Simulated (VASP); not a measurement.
In3Se, 4 atoms in the cell. Symmetry: Pm-3m, No. 221, cubic system. Conventional cell: a = 4.804 Å, b = 4.804 Å, c = 4.804 Å, α = 90.00°, β = 90.00°, γ = 90.00°. In (site symmetry 4/mmm) has 8 In at 3.40 Å and 4 Se at 3.40 Å within 4.5 Å. Se (site symmetry m-3m) has 12 In at 3.40 Å within 4.5 Å. 

```yaml
Program: VASP 6.6.1
Task: single point
Functional: PBEsol
Dispersion: D3(BJ)
Potentials_or_basis: VASP PAW PBE potentials, release 64 (In_d, Se)
Cutoff: 520 eV
k_mesh: 10 × 10 × 10
Occupations: gaussian, width 0.1 eV
Spin: no spin polarisation
Dipole_correction: no
Further_INCAR_settings: ALGO = Normal; EDIFF = 1e-06; NBANDS = 30
```

Potentials or basis: VASP PAW PBE potentials, release 64 (In_d, Se).

Run with:

```console
$ cat potpaw_PBE.64/In_d/POTCAR potpaw_PBE.64/Se/POTCAR > POTCAR
$ mpirun -np 1 vasp_std > vasp.out
```

Hardware: 1 thread of Intel(R) Xeon(R) Platinum 8259CL CPU @ 2.50GHz (Skylake/Cascade Lake), with other jobs on the host.

Problem. Estimate the wall time of this run.

Solution. Wall time 110 s on 1 thread of Intel(R) Xeon(R) Platinum 8259CL CPU @ 2.50GHz (Skylake/Cascade Lake) (shared host), peak memory 0.31 GiB. Counts: scf iterations 13, k points 56.
